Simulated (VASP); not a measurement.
# Cu12Cl in VASP: relaxation of the atoms with PBE

Aim: the relaxation of the atoms of Cu12Cl with PBE.

All numbers are computed with VASP 6.6.1; they aren't measurements. Logs are shortened: lines on timing, memory, paths and dates and some standing lists are left out, and cuts for length are marked.

## Step 1: The cell of the first run

The cell holds a slab with vacuum, 13 atoms: a = 5.132 Å, b = 5.132 Å, c = 19.028 Å, α = 90.00°, β = 90.00°, γ = 90.00°.

## Step 2: Relaxation of the atoms, PBE

INCAR

```
PREC = Accurate ; ENCUT = 520
EDIFF = 1E-7 ; ISMEAR = 0
SIGMA = 0.1 ; LREAL = F
LASPH = T ; NELM = 120
ALGO = Normal ; ISIF = 2
LWAVE = F ; LCHARG = F
LDIPOL = T ; IDIPOL = 3
DIPOL = 0.5 0.5 0.316 ; GGA = PE
IBRION = 2 ; NSW = 36
EDIFFG = -0.025 ; GGA_COMPAT = F
NELMIN = 4 ; NELMDL = -8
KPAR = 4
```

KPOINTS

```
Automatic mesh
0
Gamma
  5 5 1
```

POSCAR

```
Cu12Cl
1.0
    5.1319544654      0.0000000000      0.0000000000
    0.0000000000      5.1319544654      0.0000000000
    0.0000000000      0.0000000000     19.0279314150
Cu Cl
12 1
Selective dynamics
Direct
    0.2500000000      0.2500000000      0.2102172807  F F F
    0.2500000000      0.7500000000      0.2102172807  F F F
    0.7500000000      0.2500000000      0.2102172807  F F F
    0.7500000000      0.7500000000      0.2102172807  F F F
    0.0000000000      0.0000000000      0.3029241254  F F F
    0.0000000000      0.5000000000      0.3029241254  F F F
    0.5000000000      0.0000000000      0.3029241254  F F F
    0.5000000000      0.5000000000      0.3029241254  F F F
    0.2500000000      0.2500000000      0.3956253179  F F F
    0.2500000000      0.7500000000      0.3956253179  F F F
    0.7500000000      0.2500000000      0.3956253179  F F F
    0.7500000000      0.7500000000      0.3956253179  F F F
    0.5000000000      0.5000000000      0.4740646886  F F T
```

Potentials or basis: VASP PAW PBE potentials, release 64 (Cu, Cl).

Launch:

```sh
cat potpaw_PBE.64/Cu/POTCAR potpaw_PBE.64/Cl/POTCAR > POTCAR
mpirun -np 4 vasp_std > vasp.out
```

OUTCAR:

```text
PREC = Accurate
   ENCUT = 520
   EDIFF = 1E-7
   ISMEAR = 0
   LREAL = F
   LASPH = T
   NELM = 120
   ISIF = 2
   GGA = PE
   IBRION = 2
   NSW = 36
   EDIFFG = -0.025
   NELMIN = 4
   NELMDL = -8

 ion  position               nearest neighbor table
   1  0.250  0.250  0.210-   5 2.53   6 2.53   7 2.53   8 2.53   2 2.57   3 2.57   2 2.57   3 2.57

   2  0.250  0.750  0.210-   5 2.53   6 2.53   7 2.53   8 2.53   1 2.57   4 2.57   1 2.57   4 2.57

   3  0.750  0.250  0.210-   5 2.53   6 2.53   7 2.53   8 2.53   1 2.57   4 2.57   4 2.57   1 2.57
[... 4 lines left out ...]
                             6 2.57   7 2.57   6 2.57   7 2.57
   6  0.000  0.500  0.303-   9 2.53  10 2.53  11 2.53  12 2.53   1 2.53   2 2.53   3 2.53   4 2.53
                             5 2.57   8 2.57   5 2.57   8 2.57
   7  0.500  0.000  0.303-   9 2.53  10 2.53  11 2.53  12 2.53   1 2.53   2 2.53   3 2.53   4 2.53
                             5 2.57   8 2.57   8 2.57   5 2.57
   8  0.500  0.500  0.303-   9 2.53  10 2.53  11 2.53  12 2.53   1 2.53   2 2.53   3 2.53   4 2.53
                             6 2.57   7 2.57   7 2.57   6 2.57
   9  0.250  0.250  0.396-  13 2.35   6 2.53   7 2.53   8 2.53   5 2.53  11 2.57  10 2.57  10 2.57
                            11 2.57
  10  0.250  0.750  0.396-  13 2.35   6 2.53   7 2.53   8 2.53   5 2.53  12 2.57   9 2.57   9 2.57
                            12 2.57
  11  0.750  0.250  0.396-  13 2.35   6 2.53   7 2.53   8 2.53   5 2.53  12 2.57   9 2.57  12 2.57
                             9 2.57
  12  0.750  0.750  0.396-  13 2.35   6 2.53   7 2.53   8 2.53   5 2.53  11 2.57  10 2.57  11 2.57
                            10 2.57
  13  0.500  0.500  0.474-   9 2.35  10 2.35  11 2.35  12 2.35

  LATTYP: Found a simple tetragonal cell.
 ALAT       =     5.1319544654
 C/A-ratio  =     3.7077358233

  Lattice vectors:

 A1 = (   5.1319544654,   0.0000000000,   0.0000000000)
 A2 = (   0.0000000000,   5.1319544654,   0.0000000000)
 A3 = (   0.0000000000,   0.0000000000,  19.0279314150)

Analysis of symmetry for initial positions (statically):
=====================================================================
 Subroutine PRICEL returns:
 Original cell was already a primitive cell.

 Routine SETGRP: Setting up the symmetry group for a
 simple tetragonal supercell.

 Subroutine GETGRP returns: Found  8 space group operations
 (whereof  8 operations were pure point group operations)
 out of a pool of 16 trial point group operations.

The static configuration has the point symmetry C_4v.

Analysis of symmetry for dynamics (positions and initial velocities):
=====================================================================
 Subroutine PRICEL returns:
 Original cell was already a primitive cell.

 Routine SETGRP: Setting up the symmetry group for a
 simple tetragonal supercell.

 Subroutine GETGRP returns: Found  8 space group operations
 (whereof  8 operations were pure point group operations)
 out of a pool of 16 trial point group operations.

The dynamic configuration has the point symmetry C_4v.

Analysis of constrained symmetry for selective dynamics:
=====================================================================
 Subroutine PRICEL returns:
 Original cell was already a primitive cell.

 Routine SETGRP: Setting up the symmetry group for a
 simple tetragonal supercell.

 Subroutine GETGRP returns: Found  8 space group operations
 (whereof  8 operations were pure point group operations)
 out of a pool of 16 trial point group operations.

The constrained configuration has the point symmetry C_4v.

 Subroutine INISYM returns: Found  8 space group operations
 (whereof  8 operations are pure point group operations),
 and found     1 'primitive' translations

----------------------------------------------------------------------------------------

                                     Primitive cell

  volume of cell :     501.1378

  direct lattice vectors                    reciprocal lattice vectors
     5.131954465  0.000000000  0.000000000     0.194857536  0.000000000  0.000000000
     0.000000000  5.131954465  0.000000000     0.000000000  0.194857536  0.000000000
     0.000000000  0.000000000 19.027931415     0.000000000  0.000000000  0.052554320

  length of vectors
     5.131954465  5.131954465 19.027931415     0.194857536  0.194857536  0.052554320

  position of ions in fractional coordinates (direct lattice)
[... 47 lines left out ...]

  Shift w.r.t. Gamma in fractional coordinates (k-lattice)
     0.000000000  0.000000000  0.000000000

 Subroutine IBZKPT returns following result:
 ===========================================

 Found      6 irreducible k-points:

 Following reciprocal coordinates:
            Coordinates               Weight
  0.000000  0.000000  0.000000      1.000000
  0.200000  0.000000  0.000000      4.000000
  0.400000  0.000000  0.000000      4.000000
  0.200000  0.200000  0.000000      4.000000
  0.400000  0.200000  0.000000      8.000000
  0.400000  0.400000  0.000000      4.000000
   k-points           NKPTS =      6   k-points in BZ     NKDIM =      6   number of bands    NBANDS=     83
   number of dos      NEDOS =    301   number of ions     NIONS =     13
   total plane-waves  NPLWV = 230400
   dimension x,y,z NGX =    40 NGY =   40 NGZ =  144
   dimension x,y,z NGXF=    80 NGYF=   80 NGZF=  288
   ions per type =              12   1
   NGX,Y,Z   is equivalent  to a cutoff of  12.96, 12.96, 12.58 a.u.
   NGXF,Y,Z  is equivalent  to a cutoff of  25.92, 25.92, 25.16 a.u.
 SYSTEM =  unknown system
   PREC   = accura    normal or accurate (medium, high low for compatibility)
   ISTART =      0    job   : 0-new  1-cont  2-samecut
   ICHARG =      2    charge: 1-file 2-atom 10-const
   ISPIN  =      1    spin polarized calculation?
   LNONCOLLINEAR =      F non collinear calculations
   LSORBIT =      F    spin-orbit coupling
   LASPH  =      T    aspherical Exc in radial PAW
   ENCUT  =  520.0 eV  38.22 Ry    6.18 a.u.   9.54  9.54 35.38*2*pi/ulx,y,z
   NELM   =    120;   NELMIN=  4; NELMDL= -8     # of ELM steps
   EDIFF  = 0.1E-06   stopping-criterion for ELM
   LREAL  =      F    real-space projection
   EDIFFG = -.3E-01   stopping-criterion for IOM
   NSW    =     36    number of steps for IOM
   IBRION =      2    ionic relax: 0-MD 1-quasi-New 2-CG
   NFREE  =      1    steps in history (QN), initial steepest desc. (CG)
   ISIF   =      2    stress and relaxation
   ISYM   =      2    0-nonsym 1-usesym 2-fastsym
   POTIM  = 0.5000    time-step for ionic-motion
   TEBEG  =    0.0;   TEEND  =   0.0 temperature during run
   PSTRESS=    0.0 pullay stress
   NELECT =     139.0000    total number of electrons
   NUPDOWN=      -1.0000    fix difference up-down
   EMIN   =  10.00;   EMAX   =-10.00  energy-range for DOS
   EFERMI =   0.00;   METHOD = LEGACY
   ISMEAR =     0;   SIGMA  =   0.10  broadening in eV -4-tet -1-fermi 0-gaus
   EFERMI_NEDOS =   21; number of points for ismear=-14 and -15
   IALGO  =     38    algorithm
   IMIX   =      4    mixing-type and parameters
     AMIX     =   0.40;   BMIX     =  1.00
     AMIX_MAG =   1.60;   BMIX_MAG =  1.00
  volume/ion in A,a.u.               =      38.55       260.14
  Fermi-wavevector in a.u.,A,eV,Ry     =   1.067646  2.017559 15.508852  1.139868
  Thomas-Fermi vector in A             =   2.203269
   LORBIT       =      0    0 simple, 1 ext, 2 COOP (PROOUT), +10 PAW based schemes
   GGA     = PE    functional components
   LHFCALC =     F    Hartree Fock is set to
   AEXX    =    0.0000 exact exchange contribution
   IVDW    =     0    specifies the selected vdW correction
   LEPSILON=     F    determine dielectric tensor
   LRPA    =     F    only Hartree local field effects (RPA)
 conjugate gradient relaxation of ions
 non-spin polarized calculation
 Gauss-broadening in eV      SIGMA  =   0.10
  energy-cutoff  :      520.00
  volume of cell :      501.14
 maximum number of plane-waves:     13595
 NGX is ok and might be reduce to    40
   NGX = 19   NGY = 19   NGZ = 71

 dipolmoment           0.000000      0.000000     -0.001231 electrons x Angstroem

--------------------------------------- Ionic step        1  -------------------------------------------

 number of electron     138.9999790 magnetization

 Free energy of the ion-electron system (eV)
  ---------------------------------------------------
  ext. energy  EPLUGINS =         0.00000000
  ---------------------------------------------------
  free energy    TOTEN  =       -43.50506537 eV

  energy without entropy =      -43.46292088  energy(sigma->0) =      -43.48399312

------------------------ aborting loop because EDIFF is reached ----------------------------------------

 vacuum level on the upper side and lower side of the slab       (xc-potential included)        -0.037        -0.023

  FORCE on cell =-STRESS in cart. coord.  units (eV):
  Direction    XX          YY          ZZ          XY          YZ          ZX
  --------------------------------------------------------------------------------------
  -------------------------------------------------------------------------------------
  Total       -2.0246639     -2.0246639      3.9106503      0.0000000      0.0000000      0.0000000
  in kB       -6.4730112     -6.4730112     12.5026594      0.0000000      0.0000000      0.0000000
  external PRESSURE =      -0.1477877 kB  Pullay stress =       0.0000000 kB
[... 128 lines left out ...]
--------------------------------------- Ionic step        4  -------------------------------------------

 number of electron     138.9999787 magnetization

 dipolmoment           0.000000      0.000000      0.076832 electrons x Angstroem

 Free energy of the ion-electron system (eV)
  ---------------------------------------------------
  ext. energy  EPLUGINS =         0.00000000
  ---------------------------------------------------
  free energy    TOTEN  =       -43.64915957 eV

  energy without entropy =      -43.60703555  energy(sigma->0) =      -43.62809756

 E-fermi :  -0.9951     XC(G=0):  -4.9298

 val. band max:       -1.0175369482   @ k =   0.4000   0.4000   0.0000
 cond. band min:      -0.9351996443   @ k =   0.0000   0.0000   0.0000
 fundamental gap:      0.0823373039
 Fermi energy:        -0.9951449361

 k-point     1 :       0.0000    0.0000    0.0000
  band No.  band energies     occupation
      1     -16.7627      2.00000
      2      -9.2701      2.00000
      3      -6.9927      2.00000
      4      -5.8814      2.00000
      5      -5.8814      2.00000
      6      -5.8009      2.00000
[... 493 lines left out ...]
     80       4.9472      0.00000
     81       4.9798      0.00000
 [bands above 81 left out]

------------------------ aborting loop because EDIFF is reached ----------------------------------------

 vacuum level on the upper side and lower side of the slab       (xc-potential included)         0.132        -0.364

  FORCE on cell =-STRESS in cart. coord.  units (eV):
  Direction    XX          YY          ZZ          XY          YZ          ZX
  --------------------------------------------------------------------------------------
  -------------------------------------------------------------------------------------
  Total       -3.3541709     -3.3541709      1.5187010      0.0000000      0.0000000      0.0000000
  in kB      -10.7235506    -10.7235506      4.8554075      0.0000000      0.0000000      0.0000000
  external PRESSURE =      -5.5305645 kB  Pullay stress =       0.0000000 kB
[... 28 lines left out ...]
  FREE ENERGIE OF THE ION-ELECTRON SYSTEM (eV)
  ---------------------------------------------------
  free  energy   TOTEN  =       -43.6491595673 eV

  energy  without entropy=      -43.6070355500  energy(sigma->0) =      -43.62809756

 reached required accuracy - stopping structural energy minimisation

 vacuum level on the upper side and lower side of the slab         4.087         3.574
```

Wall time 9.6 min (4 MPI ranks of Intel Xeon 6975P-C (Granite Rapids), shared host); peak memory 0.67 GiB.

Results:

```
Free energy               : -43.6492 eV
Energy gained by relaxing : 11.1 meV/atom
Ionic steps               : 4
Band gap on the k mesh    : zero (an odd number of electrons rules out a gap without spin polarisation)
```

Step by step:
```
step  energy change (eV)  largest force on free atoms (eV/Å)  pressure (GPa)
   1              0.0000                              1.3257           -0.01
   2             -0.0712                              0.9084           -0.19
   3             -0.1437                              0.0628           -0.57
   4             -0.1441                              0.0083           -0.55
```

Final structure:
```
CELL_PARAMETERS angstrom
5.13195 0.00000 0.00000
0.00000 5.13195 0.00000
0.00000 0.00000 19.02793
ATOMIC_POSITIONS crystal
Cu 0.25000 0.25000 0.21022
Cu 0.25000 0.75000 0.21022
Cu 0.75000 0.25000 0.21022
Cu 0.75000 0.75000 0.21022
Cu 0.00000 0.00000 0.30292
Cu 0.00000 0.50000 0.30292
Cu 0.50000 0.00000 0.30292
Cu 0.50000 0.50000 0.30292
Cu 0.25000 0.25000 0.39563
Cu 0.25000 0.75000 0.39563
Cu 0.75000 0.25000 0.39563
Cu 0.75000 0.75000 0.39563
Cl 0.50000 0.50000 0.48640
```

Levels at points of the mesh, in eV from the Fermi level:
```csv
k point,band 66,band 67,band 68,band 69,band 70,band 71,band 72,band 73,band 74,band 75
"(0.00, 0.00, 0.00)",-1.03,-0.53,-0.09,-0.09,-0.03,0.06,0.07,0.99,2.55,2.94
```

With open d or f shells a metallic result of PBE can be an artefact of self-interaction; +U or a hybrid may open a gap.

The gap in the log of VASP goes by the Fermi energy; the results here count the filled bands.